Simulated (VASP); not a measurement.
# Zn5O2 (P-3m1) in VASP: single point with PBE

Aim: the single point of Zn5O2 with PBE.

All numbers are computed with VASP 6.6.1; they aren't measurements. Logs are shortened: lines on timing, memory, paths and dates and some standing lists are left out, and cuts for length are marked.

## Step 1: The cell of the first run

The structure is trigonal, space group P-3m1 (No. 164). Conventional cell: a = 3.409 Å, b = 3.409 Å, c = 10.384 Å, α = 90.00°, β = 90.00°, γ = 120.00°. Within 2.6 Å of Zn (site symmetry 3m) lie 4 O at 1.97 to 2.39 Å. Zn (site symmetry 3m) has 1 O at 2.32 Å and 6 Zn at 2.59 to 3.03 Å within 3.1 Å. Within 3.5 Å of Zn (site symmetry -3m) lie 12 Zn at 2.59 to 3.41 Å. Within 2.6 Å of O (site symmetry 3m) lie 5 Zn at 1.97 to 2.39 Å.

## Step 2: Single point, PBE

Input file INCAR:

```
ALGO = Normal
EDIFF = 1E-6
ENCUT = 600
GGA = PE
GGA_COMPAT = False
ISIF = 2
ISMEAR = 0
LASPH = True
LCHARG = False
LREAL = False
LWAVE = False
NBANDS = 45
NELM = 120
PREC = Accurate
SIGMA = 0.1
```

Input file KPOINTS:

```
k-points
0
Gamma
  12 12 4
```

Input file POSCAR:

```
Zn5O2
1.0
    3.4090105836      0.0000000000      0.0000000000
   -1.7045052918      2.9522897672      0.0000000000
    0.0000000000      0.0000000000     10.3838758011
Zn O
5 2
Direct
    0.3333333333      0.6666666667      0.3842841326
    0.6666666667      0.3333333333      0.1626605085
    0.6666666667      0.3333333333      0.6157158674
    0.3333333333      0.6666666667      0.8373394915
    0.0000000000      0.0000000000      0.0000000000
    0.6666666667      0.3333333333      0.3858493573
    0.3333333333      0.6666666667      0.6141506427
```

Potentials or basis: VASP PAW PBE potentials, release 64 (Zn, O).

Started as:

```sh
> cat potpaw_PBE.64/Zn/POTCAR potpaw_PBE.64/O/POTCAR > POTCAR
> mpirun -np 1 vasp_std > vasp.out
```

OUTCAR:

```text
EDIFF = 1E-6
   ENCUT = 600
   GGA = PE
   ISIF = 2
   ISMEAR = 0
   LASPH = True
   LREAL = False
   NELM = 120
   PREC = Accurate

 ion  position               nearest neighbor table
   1  0.333  0.667  0.384-   6 1.97   6 1.97   6 1.97   7 2.39   2 3.03   2 3.03   2 3.03
   2  0.667  0.333  0.163-   6 2.32   5 2.59   5 2.59   5 2.59   1 3.03   1 3.03   1 3.03
   3  0.667  0.333  0.616-   7 1.97   7 1.97   7 1.97   6 2.39   4 3.03   4 3.03   4 3.03
   4  0.333  0.667  0.837-   7 2.32   5 2.59   5 2.59   5 2.59   3 3.03   3 3.03   3 3.03
   5  0.000  0.000  0.000-   2 2.59   4 2.59   2 2.59   4 2.59   2 2.59   4 2.59
   6  0.667  0.333  0.386-   1 1.97   1 1.97   1 1.97   2 2.32   3 2.39
   7  0.333  0.667  0.614-   3 1.97   3 1.97   3 1.97   4 2.32   1 2.39

  LATTYP: Found a hexagonal cell.
 ALAT       =     3.4090105836
 C/A-ratio  =     3.0460086722

  Lattice vectors:

 A1 = (   3.4090105836,   0.0000000000,   0.0000000000)
 A2 = (  -1.7045052918,   2.9522897672,   0.0000000000)
 A3 = (   0.0000000000,   0.0000000000,  10.3838758011)

Analysis of symmetry for initial positions (statically):
=====================================================================
 Subroutine PRICEL returns:
 Original cell was already a primitive cell.

 Routine SETGRP: Setting up the symmetry group for a
 hexagonal supercell.

 Subroutine GETGRP returns: Found 12 space group operations
 (whereof 12 operations were pure point group operations)
 out of a pool of 24 trial point group operations.

The static configuration has the point symmetry D_3d.

Analysis of symmetry for dynamics (positions and initial velocities):
=====================================================================
 Subroutine PRICEL returns:
 Original cell was already a primitive cell.

 Routine SETGRP: Setting up the symmetry group for a
 hexagonal supercell.

 Subroutine GETGRP returns: Found 12 space group operations
 (whereof 12 operations were pure point group operations)
 out of a pool of 24 trial point group operations.

The dynamic configuration has the point symmetry D_3d.

 Subroutine INISYM returns: Found 12 space group operations
 (whereof 12 operations are pure point group operations),
 and found     1 'primitive' translations

----------------------------------------------------------------------------------------

                                     Primitive cell

  volume of cell :     104.5073

  direct lattice vectors                    reciprocal lattice vectors
     3.409010584  0.000000000  0.000000000     0.293340245  0.169360069  0.000000000
    -1.704505292  2.952289767  0.000000000     0.000000000  0.338720139  0.000000000
     0.000000000  0.000000000 10.383875801     0.000000000  0.000000000  0.096303155

  length of vectors
     3.409010584  3.409010584 10.383875801     0.338720139  0.338720139  0.096303155

  position of ions in fractional coordinates (direct lattice)
     0.333333333  0.666666667  0.384284133
     0.666666667  0.333333333  0.162660508
     0.666666667  0.333333333  0.615715867
     0.333333333  0.666666667  0.837339492
     0.000000000  0.000000000  0.000000000
     0.666666667  0.333333333  0.385849357
     0.333333333  0.666666667  0.614150643

  ion indices of the primitive-cell ions
   primitive index   ion index
                 1           1
                 2           2
                 3           3
                 4           4
                 5           5
                 6           6
                 7           7

----------------------------------------------------------------------------------------

 KPOINTS: k-points

Automatic generation of k-mesh.
 Grid dimensions read from file:
 generate k-points for:   12   12    4

 Generating k-lattice:

  Cartesian coordinates                     Fractional coordinates (reciprocal lattice)
     0.024445020  0.014113339  0.000000000     0.083333333 -0.000000000  0.000000000
     0.000000000  0.028226678  0.000000000     0.000000000  0.083333333  0.000000000
     0.000000000  0.000000000  0.024075789     0.000000000  0.000000000  0.250000000

  Length of vectors
     0.028226678  0.028226678  0.024075789

  Shift w.r.t. Gamma in fractional coordinates (k-lattice)
     0.000000000  0.000000000  0.000000000

 Subroutine IBZKPT returns following result:
 ===========================================

 Found     69 irreducible k-points:

 Following reciprocal coordinates:
            Coordinates               Weight
  0.000000  0.000000  0.000000      1.000000
  0.083333  0.000000  0.000000      6.000000
  0.166667 -0.000000  0.000000      6.000000
  0.250000 -0.000000  0.000000      6.000000
  0.333333  0.000000  0.000000      6.000000
  0.416667  0.000000  0.000000      6.000000
[... 16 lines left out ...]
  0.166667 -0.000000  0.250000      6.000000
  0.000000  0.166667  0.250000      6.000000
 [... further k-points ...]
   k-points           NKPTS =     69   k-points in BZ     NKDIM =     69   number of bands    NBANDS=     45
   number of dos      NEDOS =    301   number of ions     NIONS =      7
   total plane-waves  NPLWV =  65856
   dimension x,y,z NGX =    28 NGY =   28 NGZ =   84
   dimension x,y,z NGXF=    56 NGYF=   56 NGZF=  168
   ions per type =               5   2
   NGX,Y,Z   is equivalent  to a cutoff of  13.65, 13.65, 13.45 a.u.
   NGXF,Y,Z  is equivalent  to a cutoff of  27.31, 27.31, 26.90 a.u.
 SYSTEM =  unknown system
   PREC   = accura    normal or accurate (medium, high low for compatibility)
   ISTART =      0    job   : 0-new  1-cont  2-samecut
   ICHARG =      2    charge: 1-file 2-atom 10-const
   ISPIN  =      1    spin polarized calculation?
   LNONCOLLINEAR =      F non collinear calculations
   LSORBIT =      F    spin-orbit coupling
   LASPH  =      T    aspherical Exc in radial PAW
   ENCUT  =  600.0 eV  44.10 Ry    6.64 a.u.   6.81  6.81 20.74*2*pi/ulx,y,z
   NELM   =    120;   NELMIN=  2; NELMDL= -5     # of ELM steps
   EDIFF  = 0.1E-05   stopping-criterion for ELM
   LREAL  =      F    real-space projection
   EDIFFG = 0.1E-04   stopping-criterion for IOM
   NSW    =      0    number of steps for IOM
   IBRION =     -1    ionic relax: 0-MD 1-quasi-New 2-CG
   NFREE  =      0    steps in history (QN), initial steepest desc. (CG)
   ISIF   =      2    stress and relaxation
   ISYM   =      2    0-nonsym 1-usesym 2-fastsym
   POTIM  = 0.5000    time-step for ionic-motion
   TEBEG  =    0.0;   TEEND  =   0.0 temperature during run
   PSTRESS=    0.0 pullay stress
   NELECT =      72.0000    total number of electrons
   NUPDOWN=      -1.0000    fix difference up-down
   EMIN   =  10.00;   EMAX   =-10.00  energy-range for DOS
   EFERMI =   0.00;   METHOD = LEGACY
   ISMEAR =     0;   SIGMA  =   0.10  broadening in eV -4-tet -1-fermi 0-gaus
   EFERMI_NEDOS =   21; number of points for ismear=-14 and -15
   IALGO  =     38    algorithm
   IMIX   =      4    mixing-type and parameters
     AMIX     =   0.40;   BMIX     =  1.00
     AMIX_MAG =   1.60;   BMIX_MAG =  1.00
  volume/ion in A,a.u.               =      14.93       100.75
  Fermi-wavevector in a.u.,A,eV,Ry     =   1.445895  2.732345 28.444504  2.090612
  Thomas-Fermi vector in A             =   2.564025
   LORBIT       =      0    0 simple, 1 ext, 2 COOP (PROOUT), +10 PAW based schemes
   GGA     = PE    functional components
   LHFCALC =     F    Hartree Fock is set to
   AEXX    =    0.0000 exact exchange contribution
   IVDW    =     0    specifies the selected vdW correction
   LEPSILON=     F    determine dielectric tensor
   LRPA    =     F    only Hartree local field effects (RPA)
 non-spin polarized calculation
 Gauss-broadening in eV      SIGMA  =   0.10
  energy-cutoff  :      600.00
  volume of cell :      104.51
 maximum number of plane-waves:      3513
   NGX = 13   NGY = 13   NGZ = 41

 number of electron      71.9999983 magnetization

 Free energy of the ion-electron system (eV)
  ---------------------------------------------------
  ext. energy  EPLUGINS =         0.00000000
  ---------------------------------------------------
  free energy    TOTEN  =       -19.60776684 eV

  energy without entropy =      -19.60073187  energy(sigma->0) =      -19.60424935

 E-fermi :   2.5876     XC(G=0): -10.6543

 val. band max:        2.5723219127   @ k =   0.2500   0.2500   0.0000
 cond. band min:       2.5890206062   @ k =   0.0833   0.0833   0.5000
 fundamental gap:      0.0166986935
 Fermi energy:         2.5875795831

 k-point     1 :       0.0000    0.0000    0.0000
  band No.  band energies     occupation
      1     -17.6062      2.00000
      2     -17.1388      2.00000
      3      -6.0342      2.00000
      4      -5.7664      2.00000
      5      -5.7664      2.00000
      6      -5.7223      2.00000
[... 37 lines left out ...]
     44      11.4896      0.00000
     45      11.5795      0.00000

 k-point     2 :       0.0833    0.0000    0.0000
  band No.  band energies     occupation
      1     -17.5758      2.00000
      2     -17.1213      2.00000
      3      -5.9372      2.00000
      4      -5.7849      2.00000
      5      -5.7442      2.00000
      6      -5.7314      2.00000
[... 37 lines left out ...]
     44      11.2766      0.00000
     45      11.2793      0.00000

 k-point     3 :       0.1667   -0.0000    0.0000
  band No.  band energies     occupation
      1     -17.4907      2.00000
      2     -17.0743      2.00000
      3      -5.8313      2.00000
      4      -5.7849      2.00000
      5      -5.6865      2.00000
      6      -5.6284      2.00000
[... 37 lines left out ...]
     44      10.4858      0.00000
     45      10.6881      0.00000

 k-point     4 :       0.2500   -0.0000    0.0000
  band No.  band energies     occupation
      1     -17.3681      2.00000
      2     -17.0133      2.00000
      3      -5.8772      2.00000
      4      -5.7870      2.00000
      5      -5.4829      2.00000
      6      -5.4698      2.00000
[... 901 lines left out ...]
     44      11.2269      0.00000
     45      11.3675      0.00000

 k-point    23 :       0.1667   -0.0000    0.2500
  band No.  band energies     occupation
      1     -17.4906      2.00000
      2     -17.0743      2.00000
      3      -5.8435      2.00000
      4      -5.7971      2.00000
      5      -5.6602      2.00000
      6      -5.6292      2.00000
[... 37 lines left out ...]
     44      10.7378      0.00000
     45      10.8333      0.00000

 k-point    24 :       0.0000    0.1667    0.2500
  band No.  band energies     occupation
      1     -17.4906      2.00000
      2     -17.0743      2.00000
      3      -5.8502      2.00000
      4      -5.7844      2.00000
      5      -5.6714      2.00000
      6      -5.6262      2.00000
[... 37 lines left out ...]
     44      10.4968      0.00000
     45      10.8691      0.00000

 [... further k-points ...]

------------------------ aborting loop because EDIFF is reached ----------------------------------------

  FORCE on cell =-STRESS in cart. coord.  units (eV):
  Direction    XX          YY          ZZ          XY          YZ          ZX
  --------------------------------------------------------------------------------------
  -------------------------------------------------------------------------------------
  Total        0.4147520      0.4147520      0.1067462     -0.0000000      0.0000000      0.0000000
  in kB        6.3584645      6.3584645      1.6365006     -0.0000000      0.0000000      0.0000000
  external PRESSURE =       4.7844766 kB  Pullay stress =       0.0000000 kB

 VOLUME and BASIS-vectors are now :
 -----------------------------------------------------------------------------
  energy-cutoff  :      600.00
  volume of cell :      104.51
      direct lattice vectors                 reciprocal lattice vectors
     3.409010584  0.000000000  0.000000000     0.293340245  0.169360069  0.000000000
    -1.704505292  2.952289767  0.000000000     0.000000000  0.338720139  0.000000000
     0.000000000  0.000000000 10.383875801     0.000000000  0.000000000  0.096303155

 POSITION                                       TOTAL-FORCE (eV/Angst)
 -----------------------------------------------------------------------------------
     -0.00000      1.96819      3.99036         0.000000      0.000000     -0.011315
      1.70451      0.98410      1.68905        -0.000000     -0.000000     -0.000401
      1.70451      0.98410      6.39352        -0.000000      0.000000      0.011315
     -0.00000      1.96819      8.69483         0.000000      0.000000      0.000401
      0.00000      0.00000      0.00000        -0.000000      0.000000      0.000000
      1.70451      0.98410      4.00661        -0.000000      0.000000      0.001122
     -0.00000      1.96819      6.37726        -0.000000     -0.000000     -0.001122
 -----------------------------------------------------------------------------------
    total drift:                                0.000000     -0.000000      0.000000

  FREE ENERGIE OF THE ION-ELECTRON SYSTEM (eV)
  ---------------------------------------------------
  free  energy   TOTEN  =       -19.6077668352 eV

  energy  without entropy=      -19.6007318658  energy(sigma->0) =      -19.60424935
```

Run time: 10 min. Hardware: 1 thread of Intel Xeon 8259CL, shared host; peak memory 0.43 GiB.

Results:

```
Free energy            : -19.6078 eV
Pressure               : 0.5 GPa
Largest force          : 0.011 eV/Å
Band gap on the k mesh : zero (bands 36 and 37 overlap by 0.95 eV)
```

Forces in eV/Å, atoms in the order of the input:
```
Zn   0.000  0.000 -0.011
Zn   0.000  0.000  0.000
Zn   0.000  0.000  0.011
Zn   0.000  0.000  0.000
Zn   0.000  0.000  0.000
O    0.000  0.000  0.001
O    0.000  0.000 -0.001
```

Stress tensor (GPa, compression positive):
```
0.64 0.00 0.00
0.00 0.64 0.00
0.00 0.00 0.16
```

Levels at points of the mesh, in eV from the Fermi level:
```tsv
k point	band 33	band 34	band 35	band 36	band 37	band 38	band 39	band 40
(0.00, 0.00, 0.00)	-3.06	-2.77	-2.77	-2.30	0.71	2.20	4.70	7.27
(0.50, 0.00, 0.00)	-4.10	-3.28	-3.21	-1.19	-0.53	1.94	3.18	3.65
(0.00, 0.00, 0.50)	-3.06	-2.77	-2.77	-0.87	-0.56	2.66	4.28	7.80
(0.50, 0.00, 0.50)	-4.10	-3.54	-3.29	-1.02	-0.27	1.92	2.59	3.77
```
